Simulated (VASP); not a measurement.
# PbS (Pnma) in VASP: single point with PBE

Aim: the single point of PbS with PBE.

All numbers are computed with VASP 6.6.1; they aren't measurements. Logs are shortened: lines on timing, memory, paths and dates and some standing lists are left out, and cuts for length are marked.

**1. The cell of the first run**

The typed cell holds 8 atoms: a = 8.397 Å, b = 4.199 Å, c = 5.955 Å, α = 90.00°, β = 90.00°, γ = 90.00°.

**2. Single point, PBE**

Contents of INCAR:

```
ALGO = Normal
EDIFF = 1E-6
ENCUT = 520
GGA = PE
ISIF = 2
ISMEAR = 0
LASPH = T
LCHARG = T
LELF = T
LREAL = F
LVHAR = T
LWAVE = F
NBANDS = 50
NELM = 100
PREC = Accurate
SIGMA = 0.01
```

Contents of KPOINTS:

```
k-points
0
Gamma
  4 6 4
```

Contents of POSCAR:

```
PbS
1.0
    8.3969062143      0.0000000000      0.0000000000
    0.0000000000      4.1985378073      0.0000000000
    0.0000000000      0.0000000000      5.9549033925
Pb S
4 4
Direct
    0.1248374590      0.7500000000      0.7501601718
    0.6248374590      0.7500000000      0.7498398282
    0.8751625410      0.2500000000      0.2498398282
    0.3751625410      0.2500000000      0.2501601718
    0.8753330491      0.2500000000      0.7502173266
    0.3753330491      0.2500000000      0.7497826734
    0.1246669509      0.7500000000      0.2497826734
    0.6246669509      0.7500000000      0.2502173266
```

Potentials or basis: VASP PAW PBE potentials, release 64 (Pb_d, S).

Run with:

```bash
$ cat potpaw_PBE.64/Pb_d/POTCAR potpaw_PBE.64/S/POTCAR > POTCAR
$ mpirun -np 1 vasp_std > vasp.out
```

OUTCAR:

```text
EDIFF = 1E-6
   ENCUT = 520
   GGA = PE
   ISIF = 2
   ISMEAR = 0
   LASPH = T
   LREAL = F
   NELM = 100
   PREC = Accurate

 ion  position               nearest neighbor table
   1  0.125  0.750  0.750-   5 2.97   5 2.97   6 2.97   6 2.97   7 2.98   7 2.98
   2  0.625  0.750  0.750-   6 2.97   6 2.97   5 2.97   5 2.97   8 2.98   8 2.98
   3  0.875  0.250  0.250-   7 2.97   7 2.97   8 2.97   8 2.97   5 2.98   5 2.98
   4  0.375  0.250  0.250-   8 2.97   8 2.97   7 2.97   7 2.97   6 2.98   6 2.98
   5  0.875  0.250  0.750-   1 2.97   1 2.97   2 2.97   2 2.97   3 2.98   3 2.98
   6  0.375  0.250  0.750-   2 2.97   2 2.97   1 2.97   1 2.97   4 2.98   4 2.98
   7  0.125  0.750  0.250-   3 2.97   3 2.97   4 2.97   4 2.97   1 2.98   1 2.98
   8  0.625  0.750  0.250-   4 2.97   4 2.97   3 2.97   3 2.97   2 2.98   2 2.98

  LATTYP: Found a simple orthorhombic cell.
 ALAT       =     4.1985378073
 B/A-ratio  =     1.4183279193
 C/A-ratio  =     1.9999596525

  Lattice vectors:

 A1 = (   0.0000000000,   4.1985378073,   0.0000000000)
 A2 = (   0.0000000000,   0.0000000000,   5.9549033925)
 A3 = (   8.3969062143,   0.0000000000,   0.0000000000)

Analysis of symmetry for initial positions (statically):
=====================================================================
 Subroutine PRICEL returns:
 Original cell was already a primitive cell.

 Routine SETGRP: Setting up the symmetry group for a
 simple orthorhombic supercell.

 Subroutine GETGRP returns: Found  8 space group operations
 (whereof  2 operations were pure point group operations)
 out of a pool of  8 trial point group operations.

The static configuration has the point symmetry S_2 .
 The point group associated with its full space group is D_2h.

Analysis of symmetry for dynamics (positions and initial velocities):
=====================================================================
 Subroutine PRICEL returns:
 Original cell was already a primitive cell.

 Routine SETGRP: Setting up the symmetry group for a
 simple orthorhombic supercell.

 Subroutine GETGRP returns: Found  8 space group operations
 (whereof  2 operations were pure point group operations)
 out of a pool of  8 trial point group operations.

The dynamic configuration has the point symmetry S_2 .
 The point group associated with its full space group is D_2h.

 Subroutine INISYM returns: Found  8 space group operations
 (whereof  2 operations are pure point group operations),
 and found     1 'primitive' translations

----------------------------------------------------------------------------------------

                                     Primitive cell

  volume of cell :     209.9385

  direct lattice vectors                    reciprocal lattice vectors
     8.396906214  0.000000000  0.000000000     0.119091481  0.000000000  0.000000000
     0.000000000  4.198537807  0.000000000     0.000000000  0.238178158  0.000000000
     0.000000000  0.000000000  5.954903393     0.000000000  0.000000000  0.167928837

  length of vectors
     8.396906214  4.198537807  5.954903393     0.119091481  0.238178158  0.167928837

  position of ions in fractional coordinates (direct lattice)
     0.124837459  0.750000000  0.750160172
     0.624837459  0.750000000  0.749839828
     0.875162541  0.250000000  0.249839828
     0.375162541  0.250000000  0.250160172
     0.875333049  0.250000000  0.750217327
     0.375333049  0.250000000  0.749782673
     0.124666951  0.750000000  0.249782673
     0.624666951  0.750000000  0.250217327

  ion indices of the primitive-cell ions
   primitive index   ion index
                 1           1
                 2           2
                 3           3
                 4           4
                 5           5
                 6           6
                 7           7
                 8           8

----------------------------------------------------------------------------------------

 KPOINTS: k-points

Automatic generation of k-mesh.
 Grid dimensions read from file:
 generate k-points for:    4    6    4

 Generating k-lattice:

  Cartesian coordinates                     Fractional coordinates (reciprocal lattice)
     0.029772870  0.000000000  0.000000000     0.250000000  0.000000000  0.000000000
     0.000000000  0.039696360  0.000000000     0.000000000  0.166666667  0.000000000
     0.000000000  0.000000000  0.041982209     0.000000000  0.000000000  0.250000000

  Length of vectors
     0.029772870  0.039696360  0.041982209

  Shift w.r.t. Gamma in fractional coordinates (k-lattice)
     0.000000000  0.000000000  0.000000000

 Subroutine IBZKPT returns following result:
 ===========================================

 Found     36 irreducible k-points:

 Following reciprocal coordinates:
            Coordinates               Weight
  0.000000  0.000000  0.000000      1.000000
  0.250000  0.000000  0.000000      2.000000
  0.500000  0.000000  0.000000      1.000000
  0.000000  0.166667  0.000000      2.000000
  0.250000  0.166667  0.000000      4.000000
  0.500000  0.166667  0.000000      2.000000
[... 16 lines left out ...]
  0.250000  0.500000  0.250000      4.000000
  0.500000  0.500000  0.250000      2.000000
 [... further k-points ...]
   k-points           NKPTS =     36   k-points in BZ     NKDIM =     36   number of bands    NBANDS=     50
   number of dos      NEDOS =    301   number of ions     NIONS =      8
   total plane-waves  NPLWV =  98304
   dimension x,y,z NGX =    64 NGY =   32 NGZ =   48
   dimension x,y,z NGXF=   128 NGYF=   64 NGZF=   96
   ions per type =               4   4
   NGX,Y,Z   is equivalent  to a cutoff of  12.67, 12.67, 13.40 a.u.
   NGXF,Y,Z  is equivalent  to a cutoff of  25.34, 25.34, 26.80 a.u.
 SYSTEM =  unknown system
   PREC   = accura    normal or accurate (medium, high low for compatibility)
   ISTART =      0    job   : 0-new  1-cont  2-samecut
   ICHARG =      2    charge: 1-file 2-atom 10-const
   ISPIN  =      1    spin polarized calculation?
   LNONCOLLINEAR =      F non collinear calculations
   LSORBIT =      F    spin-orbit coupling
   LASPH  =      T    aspherical Exc in radial PAW
   ENCUT  =  520.0 eV  38.22 Ry    6.18 a.u.  15.61  7.81 11.07*2*pi/ulx,y,z
   NELM   =    100;   NELMIN=  2; NELMDL= -5     # of ELM steps
   EDIFF  = 0.1E-05   stopping-criterion for ELM
   LREAL  =      F    real-space projection
   EDIFFG = 0.1E-04   stopping-criterion for IOM
   NSW    =      0    number of steps for IOM
   IBRION =     -1    ionic relax: 0-MD 1-quasi-New 2-CG
   NFREE  =      0    steps in history (QN), initial steepest desc. (CG)
   ISIF   =      2    stress and relaxation
   ISYM   =      2    0-nonsym 1-usesym 2-fastsym
   POTIM  = 0.5000    time-step for ionic-motion
   TEBEG  =    0.0;   TEEND  =   0.0 temperature during run
   PSTRESS=    0.0 pullay stress
   NELECT =      80.0000    total number of electrons
   NUPDOWN=      -1.0000    fix difference up-down
   EMIN   =  10.00;   EMAX   =-10.00  energy-range for DOS
   EFERMI =   0.00;   METHOD = LEGACY
   ISMEAR =     0;   SIGMA  =   0.01  broadening in eV -4-tet -1-fermi 0-gaus
   EFERMI_NEDOS =   21; number of points for ismear=-14 and -15
   IALGO  =     38    algorithm
   IMIX   =      4    mixing-type and parameters
     AMIX     =   0.40;   BMIX     =  1.00
     AMIX_MAG =   1.60;   BMIX_MAG =  1.00
  volume/ion in A,a.u.               =      26.24       177.09
  Fermi-wavevector in a.u.,A,eV,Ry     =   1.186882  2.242881 19.166369  1.408688
  Thomas-Fermi vector in A             =   2.323045
   LORBIT       =      0    0 simple, 1 ext, 2 COOP (PROOUT), +10 PAW based schemes
   GGA     = PE    functional components
   LHFCALC =     F    Hartree Fock is set to
   AEXX    =    0.0000 exact exchange contribution
   IVDW    =     0    specifies the selected vdW correction
   LEPSILON=     F    determine dielectric tensor
   LRPA    =     F    only Hartree local field effects (RPA)
 non-spin polarized calculation
 Gauss-broadening in eV      SIGMA  =   0.01
  energy-cutoff  :      520.00
  volume of cell :      209.94
 maximum number of plane-waves:      5688
 NGX is ok and might be reduce to    64
   NGX = 31   NGY = 15   NGZ = 23

 number of electron      79.9999990 magnetization

 Free energy of the ion-electron system (eV)
  ---------------------------------------------------
  ext. energy  EPLUGINS =         0.00000000
  ---------------------------------------------------
  free energy    TOTEN  =       -35.01544868 eV

  energy without entropy =      -35.01544868  energy(sigma->0) =      -35.01544868

 E-fermi :   5.8021     XC(G=0):  -9.6535

 val. band max:        5.7393165316   @ k =   0.0000   0.5000   0.5000
 cond. band min:       6.1243621821   @ k =   0.0000   0.5000   0.5000
 fundamental gap:      0.3850456505
 Fermi energy:         5.8021245919

 k-point     1 :       0.0000    0.0000    0.0000
  band No.  band energies     occupation
      1     -11.2036      2.00000
      2     -11.1017      2.00000
      3     -11.1007      2.00000
      4     -11.0923      2.00000
      5     -11.0704      2.00000
      6     -11.0700      2.00000
[... 42 lines left out ...]
     49      10.9625      0.00000
     50      10.9646      0.00000

 k-point     2 :       0.2500    0.0000    0.0000
  band No.  band energies     occupation
      1     -11.1927      2.00000
      2     -11.1309      2.00000
      3     -11.0862      2.00000
      4     -11.0800      2.00000
      5     -11.0700      2.00000
      6     -11.0680      2.00000
[... 42 lines left out ...]
     49      10.3225      0.00000
     50      10.5949      0.00000

 k-point     3 :       0.5000    0.0000    0.0000
  band No.  band energies     occupation
      1     -11.1647      2.00000
      2     -11.1647      2.00000
      3     -11.0703      2.00000
      4     -11.0703      2.00000
      5     -11.0691      2.00000
      6     -11.0691      2.00000
[... 1102 lines left out ...]
     49      10.1019      0.00000
     50      10.1045      0.00000

 k-point    24 :       0.5000    0.5000    0.2500
  band No.  band energies     occupation
      1     -11.1388      2.00000
      2     -11.1388      2.00000
      3     -11.1388      2.00000
      4     -11.1388      2.00000
      5     -11.0716      2.00000
      6     -11.0716      2.00000
[... 42 lines left out ...]
     49      10.0374      0.00000
     50      10.0374      0.00000

 [... further k-points ...]

------------------------ aborting loop because EDIFF is reached ----------------------------------------

  FORCE on cell =-STRESS in cart. coord.  units (eV):
  Direction    XX          YY          ZZ          XY          YZ          ZX
  --------------------------------------------------------------------------------------
  -------------------------------------------------------------------------------------
  Total        2.3837951      2.3837487      2.4453611      0.0000000      0.0000000      0.0000000
  in kB       18.1922922     18.1919381     18.6621423      0.0000000      0.0000000      0.0000000
  external PRESSURE =      18.3487909 kB  Pullay stress =       0.0000000 kB

 VOLUME and BASIS-vectors are now :
 -----------------------------------------------------------------------------
  energy-cutoff  :      520.00
  volume of cell :      209.94
      direct lattice vectors                 reciprocal lattice vectors
     8.396906214  0.000000000  0.000000000     0.119091481  0.000000000  0.000000000
     0.000000000  4.198537807  0.000000000     0.000000000  0.238178158  0.000000000
     0.000000000  0.000000000  5.954903393     0.000000000  0.000000000  0.167928837

 POSITION                                       TOTAL-FORCE (eV/Angst)
 -----------------------------------------------------------------------------------
      1.04825      3.14890      4.46713         0.002858      0.000000     -0.002371
      5.24670      3.14890      4.46522         0.002858      0.000000      0.002371
      7.34866      1.04963      1.48777        -0.002858     -0.000000      0.002371
      3.15020      1.04963      1.48968        -0.002858      0.000000     -0.002371
      7.35009      1.04963      4.46747        -0.003198     -0.000000     -0.002483
      3.15164      1.04963      4.46488        -0.003198     -0.000000      0.002483
      1.04682      3.14890      1.48743         0.003198     -0.000000      0.002483
      5.24527      3.14890      1.49002         0.003198     -0.000000     -0.002483
 -----------------------------------------------------------------------------------
    total drift:                                0.000000     -0.000000      0.000000

  FREE ENERGIE OF THE ION-ELECTRON SYSTEM (eV)
  ---------------------------------------------------
  free  energy   TOTEN  =       -35.0154486767 eV

  energy  without entropy=      -35.0154486767  energy(sigma->0) =      -35.01544868
```

It took 4.2 min on 1 thread of Intel Xeon Platinum 8259CL at 2.50GHz (Skylake/Cascade Lake), shared host; peak memory 0.47 GiB.

Results:

```yaml
Free_energy: -35.0154 eV
Pressure: 1.8 GPa
Largest_force: 0.004 eV/Å
Band_gap_on_the_k_mesh: 0.39 eV
```

Forces on the atoms (eV/Å):
```
Pb   0.003  0.000 -0.002
Pb   0.003  0.000  0.002
Pb  -0.003  0.000  0.002
Pb  -0.003  0.000 -0.002
S   -0.003  0.000 -0.002
S   -0.003  0.000  0.002
S    0.003  0.000  0.002
S    0.003  0.000 -0.002
```

Caveat: spin-orbit coupling is left out, which moves the levels of the heavy elements. A k mesh can miss the band edges.
